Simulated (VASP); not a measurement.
Runs of VASP 6.6.1 on Al3GaN4. The structure is that of space group P-42m (No. 111), or close to it. The cells are those of the table. 

```csv
cell,gap on the mesh (eV),pressure (GPa),largest force (eV/Å)
"a = 4.054, b = 4.054, c = 4.760 Å, 8 atoms",2.71,19.0,0.17
"a = 4.054, b = 4.054, c = 4.407 Å, 8 atoms",3.08,45.3,0.13
"a = 4.231, b = 4.231, c = 4.583 Å, 8 atoms",3.05,(c),0.09
"a = 4.054, b = 4.054, c = 4.583 Å, 8 atoms",2.91,(a),0.16
"a = 4.407, b = 4.407, c = 4.054 Å, 8 atoms",(b),18.8,0.11
```

Alike in all rows: task single point; level PBEsol; potentials or basis VASP PAW PBE potentials, release 64 (Al, Ga_d, N); no spin polarisation; k mesh 6 × 6 × 6; cutoff (eV) 520; smearing gaussian 0.05 eV.

Problem. Estimate the missing entries.

Solution. (a) 31.1; (b) 2.92; (c) 8.6.

Caveats: the cell stands under pressure; the PAW data sets were made with another functional, which shifts forces and pressure a little.

A k mesh can miss the band edges, and the runs leave out spin-orbit coupling on Ga.
